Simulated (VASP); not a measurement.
# N2 in VASP: notebook

Runs on N2. Level: r2SCAN. Tasks: single point, relaxation of the atoms.

All numbers are computed with VASP 6.6.1; they aren't measurements. Logs are shortened: lines on timing, memory, paths and dates and some standing lists are left out, and cuts for length are marked.

### Step 1. The cell of the first run

The cell holds a molecule in a box, 2 atoms: a = 9.000 Å, b = 9.500 Å, c = 10.000 Å, α = 90.00°, β = 90.00°, γ = 90.00°.

### Step 2. Single point, r2SCAN

File POSCAR:

```
N
1.0
    9.0000000000      0.0000000000      0.0000000000
    0.0000000000      9.5000000000      0.0000000000
    0.0000000000      0.0000000000     10.0000000000
N
2
Direct
    0.5000000000      0.5000000000      0.4453514000
    0.5000000000      0.5000000000      0.5546486000
```

File INCAR.step1:

```
PREC = Accurate
ENCUT = 520
ISMEAR = 1
SIGMA = 0.02
LREAL = F
LASPH = T
NELM = 80
NBANDS = 12
GGA = PE
ALGO = Normal
EDIFF = 1E-4
LWAVE = T
LCHARG = F
```

File INCAR.step2:

```
PREC = Accurate
ENCUT = 520
EDIFF = 1E-6
ISMEAR = 1
SIGMA = 0.02
LREAL = F
LASPH = T
NELM = 80
ALGO = Normal
ISIF = 2
LWAVE = F
LCHARG = T
METAGGA = R2SCAN
LMIXTAU = T
LELF = T
LVHAR = T
NBANDS = 12
ISTART = 1
```

File KPOINTS:

```
regular mesh
0
Gamma
  1 1 1
```

Potentials or basis: VASP PAW PBE potentials, release 64 (N).

Launch:

```sh
$ cat potpaw_PBE.64/N/POTCAR > POTCAR
$ cp INCAR.step1 INCAR
$ mpirun -np 1 vasp_gam > vasp.out
$ cp INCAR.step2 INCAR
$ mpirun -np 1 vasp_gam > vasp.out
```

OUTCAR:

```text
PREC = Accurate
   ENCUT = 520
   EDIFF = 1E-6
   ISMEAR = 1
   LREAL = F
   LASPH = T
   NELM = 80
   ISIF = 2
   METAGGA = R2SCAN
   ISTART = 1

 ion  position               nearest neighbor table
   1  0.500  0.500  0.445-   2 1.09
   2  0.500  0.500  0.555-   1 1.09

  LATTYP: Found a simple orthorhombic cell.
 ALAT       =     9.0000000000
 B/A-ratio  =     1.0555555556
 C/A-ratio  =     1.1111111111

  Lattice vectors:

 A1 = (   9.0000000000,   0.0000000000,   0.0000000000)
 A2 = (   0.0000000000,   9.5000000000,   0.0000000000)
 A3 = (   0.0000000000,   0.0000000000,  10.0000000000)

Analysis of symmetry for initial positions (statically):
=====================================================================
 Subroutine PRICEL returns:
 Original cell was already a primitive cell.

 Routine SETGRP: Setting up the symmetry group for a
 simple orthorhombic supercell.

 Subroutine GETGRP returns: Found  8 space group operations
 (whereof  8 operations were pure point group operations)
 out of a pool of  8 trial point group operations.

The static configuration has the point symmetry D_2h.

Analysis of symmetry for dynamics (positions and initial velocities):
=====================================================================
 Subroutine PRICEL returns:
 Original cell was already a primitive cell.

 Routine SETGRP: Setting up the symmetry group for a
 simple orthorhombic supercell.

 Subroutine GETGRP returns: Found  8 space group operations
 (whereof  8 operations were pure point group operations)
 out of a pool of  8 trial point group operations.

The dynamic configuration has the point symmetry D_2h.

 Subroutine INISYM returns: Found  8 space group operations
 (whereof  8 operations are pure point group operations),
 and found     1 'primitive' translations

----------------------------------------------------------------------------------------

                                     Primitive cell

  volume of cell :     855.0000

  direct lattice vectors                    reciprocal lattice vectors
     9.000000000  0.000000000  0.000000000     0.111111111  0.000000000  0.000000000
     0.000000000  9.500000000  0.000000000     0.000000000  0.105263158  0.000000000
     0.000000000  0.000000000 10.000000000     0.000000000  0.000000000  0.100000000

  length of vectors
     9.000000000  9.500000000 10.000000000     0.111111111  0.105263158  0.100000000

  position of ions in fractional coordinates (direct lattice)
     0.500000000  0.500000000  0.445351400
     0.500000000  0.500000000  0.554648600

  ion indices of the primitive-cell ions
   primitive index   ion index
                 1           1
                 2           2

----------------------------------------------------------------------------------------

 KPOINTS: regular mesh

Automatic generation of k-mesh.
 Grid dimensions read from file:
 generate k-points for:    1    1    1

 Generating k-lattice:

  Cartesian coordinates                     Fractional coordinates (reciprocal lattice)
     0.111111111  0.000000000  0.000000000     1.000000000  0.000000000  0.000000000
     0.000000000  0.105263158  0.000000000     0.000000000  1.000000000  0.000000000
     0.000000000  0.000000000  0.100000000     0.000000000  0.000000000  1.000000000

  Length of vectors
     0.111111111  0.105263158  0.100000000

  Shift w.r.t. Gamma in fractional coordinates (k-lattice)
     0.000000000  0.000000000  0.000000000

 Subroutine IBZKPT returns following result:
 ===========================================

 Found      1 irreducible k-points:

 Following reciprocal coordinates:
            Coordinates               Weight
  0.000000  0.000000  0.000000      1.000000
   k-points           NKPTS =      1   k-points in BZ     NKDIM =      1   number of bands    NBANDS=     12
   number of dos      NEDOS =    301   number of ions     NIONS =      2
   total plane-waves  NPLWV = 403200
   dimension x,y,z NGX =    70 NGY =   72 NGZ =   80
   dimension x,y,z NGXF=   140 NGYF=  144 NGZF=  160
   ions per type =               2
   NGX,Y,Z   is equivalent  to a cutoff of  12.93, 12.60, 13.30 a.u.
   NGXF,Y,Z  is equivalent  to a cutoff of  25.86, 25.20, 26.60 a.u.
 SYSTEM =  unknown system
   PREC   = accura    normal or accurate (medium, high low for compatibility)
   ISTART =      1    job   : 0-new  1-cont  2-samecut
   ICHARG =      0    charge: 1-file 2-atom 10-const
   ISPIN  =      1    spin polarized calculation?
   LNONCOLLINEAR =      F non collinear calculations
   LSORBIT =      F    spin-orbit coupling
   LASPH  =      T    aspherical Exc in radial PAW
   ENCUT  =  520.0 eV  38.22 Ry    6.18 a.u.  16.73 17.66 18.59*2*pi/ulx,y,z
   NELM   =     80;   NELMIN=  2; NELMDL=  0     # of ELM steps
   EDIFF  = 0.1E-05   stopping-criterion for ELM
   LREAL  =      F    real-space projection
   EDIFFG = 0.1E-04   stopping-criterion for IOM
   NSW    =      0    number of steps for IOM
   IBRION =     -1    ionic relax: 0-MD 1-quasi-New 2-CG
   NFREE  =      0    steps in history (QN), initial steepest desc. (CG)
   ISIF   =      2    stress and relaxation
   ISYM   =      2    0-nonsym 1-usesym 2-fastsym
   POTIM  = 0.5000    time-step for ionic-motion
   TEBEG  =    0.0;   TEEND  =   0.0 temperature during run
   PSTRESS=    0.0 pullay stress
   NELECT =      10.0000    total number of electrons
   NUPDOWN=      -1.0000    fix difference up-down
   EMIN   =  10.00;   EMAX   =-10.00  energy-range for DOS
   EFERMI =   0.00;   METHOD = LEGACY
   ISMEAR =     1;   SIGMA  =   0.02  broadening in eV -4-tet -1-fermi 0-gaus
   EFERMI_NEDOS =   21; number of points for ismear=-14 and -15
   IALGO  =     38    algorithm
   IMIX   =      4    mixing-type and parameters
     AMIX     =   0.40;   BMIX     =  1.00
     AMIX_MAG =   1.60;   BMIX_MAG =  1.00
  volume/ion in A,a.u.               =     427.50      2884.91
  Fermi-wavevector in a.u.,A,eV,Ry     =   0.371609  0.702239  1.878872  0.138093
  Thomas-Fermi vector in A             =   1.299861
   LORBIT       =      0    0 simple, 1 ext, 2 COOP (PROOUT), +10 PAW based schemes
   METAGGA = R2SCAN    functional components
   LHFCALC =     F    Hartree Fock is set to
   AEXX    =    0.0000 exact exchange contribution
   IVDW    =     0    specifies the selected vdW correction
   LEPSILON=     F    determine dielectric tensor
   LRPA    =     F    only Hartree local field effects (RPA)
 non-spin polarized calculation
 Methfessel and Paxton  Order N= 1 SIGMA  =   0.02
  energy-cutoff  :      520.00
  volume of cell :      855.00
 maximum number of plane-waves:     11510
 NGX is ok and might be reduce to    70
   NGX = 33   NGY = 35   NGZ = 37

 number of electron      10.0000001 magnetization

 number of electron       9.9999999 magnetization

 Free energy of the ion-electron system (eV)
  ---------------------------------------------------
  ext. energy  EPLUGINS =         0.00000000
  ---------------------------------------------------
  free energy    TOTEN  =       -18.19829027 eV

  energy without entropy =      -18.19944985  energy(sigma->0) =      -18.19867679

 E-fermi : -10.5075     XC(G=0):  -0.4514

 val. band max:      -10.5243871740   @ k =   0.0000   0.0000   0.0000
 cond. band min:      -1.4369765119   @ k =   0.0000   0.0000   0.0000
 fundamental gap:      9.0874106620
 Fermi energy:       -10.5075495296

 k-point     1 :       0.0000    0.0000    0.0000
  band No.  band energies     occupation
      1     -29.7339      2.00000
      2     -14.0139      2.00000
      3     -11.9023      2.00000
      4     -11.9023      2.00000
      5     -10.5244      2.00000
      6      -1.4370      0.00000
      7      -1.4366      0.00000
      8       0.1306      0.00000
      9       1.5552      0.00000
     10       1.6373      0.00000
     11       1.7025      0.00000
     12       1.7850      0.00000

------------------------ aborting loop because EDIFF is reached ----------------------------------------

  FORCE on cell =-STRESS in cart. coord.  units (eV):
  Direction    XX          YY          ZZ          XY          YZ          ZX
  --------------------------------------------------------------------------------------
  -------------------------------------------------------------------------------------
  Total       -0.0775718     -0.0745010      2.4325692      0.0000000      0.0000000      0.0000000
  in kB       -0.1453612     -0.1396067      4.5583709      0.0000000      0.0000000      0.0000000
  external PRESSURE =       1.4244677 kB  Pullay stress =       0.0000000 kB

 VOLUME and BASIS-vectors are now :
 -----------------------------------------------------------------------------
  energy-cutoff  :      520.00
  volume of cell :      855.00
      direct lattice vectors                 reciprocal lattice vectors
     9.000000000  0.000000000  0.000000000     0.111111111  0.000000000  0.000000000
     0.000000000  9.500000000  0.000000000     0.000000000  0.105263158  0.000000000
     0.000000000  0.000000000 10.000000000     0.000000000  0.000000000  0.100000000

 POSITION                                       TOTAL-FORCE (eV/Angst)
 -----------------------------------------------------------------------------------
      4.50000      4.75000      4.45351         0.000000      0.000000     -2.324888
      4.50000      4.75000      5.54649         0.000000      0.000000      2.324888
 -----------------------------------------------------------------------------------
    total drift:                                0.000000      0.000000      0.000000

  FREE ENERGIE OF THE ION-ELECTRON SYSTEM (eV)
  ---------------------------------------------------
  free  energy   TOTEN  =       -18.1982902667 eV

  energy  without entropy=      -18.1994498478  energy(sigma->0) =      -18.19867679
```

Wall time 1.9 min (1 thread of Intel Xeon 6975P-C (Granite Rapids), shared host); peak memory 0.86 GiB.

Results:

* Free energy: -18.1983 eV
* Largest force: 2.325 eV/Å
* Gap between the frontier levels: 9.09 eV

Forces in eV/Å, atoms in the order of the input:
```
N    0.000  0.000 -2.325
N    0.000  0.000  2.325
```

Caveat: the standard files for N, O and F lose accuracy on very short bonds; the PAW data sets were made with another functional, which shifts forces and pressure a little.

### Step 3. Relaxation of the atoms, r2SCAN

File POSCAR:

```
N
1.0
    9.0000000000      0.0000000000      0.0000000000
    0.0000000000      9.5000000000      0.0000000000
    0.0000000000      0.0000000000     10.0000000000
N
2
Direct
    0.5000000000      0.5000000000      0.4445000000
    0.5000000000      0.5000000000      0.5555000000
```

File INCAR.step1:

```
SYSTEM = N
PREC = Accurate
ENCUT = 520
ISMEAR = 1
SIGMA = 0.02
LREAL = .FALSE.
LASPH = .TRUE.
NELM = 100
GGA = PE
ALGO = Normal
EDIFF = 1E-4
LWAVE = .TRUE.
LCHARG = .FALSE.
```

File INCAR.step2:

```
SYSTEM = N
PREC = Accurate
ENCUT = 520
EDIFF = 1E-7
ISMEAR = 1
SIGMA = 0.02
LREAL = .FALSE.
LASPH = .TRUE.
NELM = 100
ALGO = Normal
ISIF = 2
LWAVE = .FALSE.
LCHARG = .FALSE.
METAGGA = R2SCAN
LMIXTAU = .TRUE.
IBRION = 2
NSW = 80
EDIFFG = -0.02
ISTART = 1
```

File KPOINTS:

```
regular mesh
0
G
  1 1 1
  0 0 0
```

Potentials or basis: VASP PAW PBE potentials, release 64 (N).

Launch:

```sh
$ cat potpaw_PBE.64/N/POTCAR > POTCAR
$ cp INCAR.step1 INCAR
$ mpirun -np 1 vasp_gam > vasp.out
$ cp INCAR.step2 INCAR
$ mpirun -np 1 vasp_gam > vasp.out
```

Wall time 4.7 min (1 thread of Intel Xeon 6975P-C (Granite Rapids), shared host); peak memory 0.94 GiB.

The run converged. Its results:

| Property | Result |
| --- | --- |
| Free energy | -18.2142 eV |
| Energy gained by relaxing | 0.5 meV/atom |
| Ionic steps | 3 |
| Largest force after relaxing | 0.008 eV/Å |
| Gap between the frontier levels | 8.91 eV |

Forces in eV/Å, atoms in the order of the input:
```
N    0.000  0.000 -0.008
N    0.000  0.000  0.008
```

The path:
```
step  energy change (eV)  largest force (eV/Å)  pressure (GPa)
   1              0.0000                0.5192           -0.05
   2              0.1975                8.9766            0.57
   3             -0.0009                0.0078           -0.02
```

Final structure:
```yaml
crystal:
  lattice:
    - [9.00000, 0.00000, 0.00000]
    - [0.00000, 9.50000, 0.00000]
    - [0.00000, 0.00000, 10.00000]
  atoms:
    - { symbol: N, position: [0.50000, 0.50000, 0.44466] }
    - { symbol: N, position: [0.50000, 0.50000, 0.55534] }
```

Levels at points of the mesh, in eV from the valence-band top:
```
           k point  band 1  band 2  band 3  band 4  band 5  band 6  band 7  band 8  band 9
(0.00, 0.00, 0.00)  -18.99   -3.60   -1.27   -1.27    0.00    8.91    8.91   10.67   12.09
```

Caveat: the standard files for N, O and F lose accuracy on very short bonds; the PAW data sets were made with another functional, which shifts forces and pressure a little.
